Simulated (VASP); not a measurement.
Input of a VASP 6.6.1 run:

The input INCAR:

```
SYSTEM = Si16N
PREC = Accurate
ENCUT = 520
EDIFF = 1E-6
ISMEAR = 0
SIGMA = 0.02
LREAL = Auto
LASPH = .True.
NELM = 150
ALGO = Normal
ISIF = 2
LWAVE = .False.
LCHARG = .True.
ISPIN = 2
MAGMOM = 0 0 0 0 0 0 0 0 0 0 0 0 0 0 0 0 0
LORBIT = 11
GGA = PS
LELF = .True.
LVHAR = .True.
NBANDS = 52
```

KPOINTS

```
Automatic mesh
0
Gamma
  2 2 2
  0 0 0
```

POSCAR

```
Si16N
1.0
    0.0000000000      5.4300000000      5.4300000000
    5.4300000000      0.0000000000      5.4300000000
    5.4300000000      5.4300000000      0.0000000000
Si N
16 1
Direct
    0.0009239411      0.0003581952     -0.0058532228
    0.1266568140      0.1117277164      0.1276597606
   -0.0036870166     -0.0025317680      0.4997096685
    0.1312904236      0.1162535912      0.6200141805
    0.0355060773      0.4775764273     -0.0161156538
    0.1285917127      0.6380342541      0.1496675875
   -0.0026644567      0.4902285451      0.5123219153
    0.1273817680      0.6251429098      0.6181935543
    0.5027511971     -0.0147979742      0.0037581952
    0.6312955801      0.1078775322      0.1281821363
    0.5053178637     -0.0035572744      0.4998937385
    0.6223792818      0.1234767035      0.6296229282
    0.5036802026      0.4758026703     -0.0167214549
    0.6358587477      0.6099738490      0.1160992634
    0.5032708103      0.4980129834      0.4912175875
    0.6275694291      0.6246095764      0.6162427256
    0.2635661142      0.4701228361      0.9973703499
```

Potentials or basis: VASP PAW PBE potentials, release 64 (Si, N).

Launch:

```bash
$ cat potpaw_PBE.64/Si/POTCAR potpaw_PBE.64/N/POTCAR > POTCAR
$ mpirun -np 1 vasp_std > vasp.out
```

(1) Predict the largest force.

(2) Estimate the net moment.

(3) Estimate the pressure.

Results:

(1) 0.388 eV/Å.

(2) 0.00 μB per cell.

(3) 2.5 GPa.

Caveat: the k points lie up to 0.50 Å⁻¹ apart; the PAW data sets were made with another functional, which shifts forces and pressure a little.
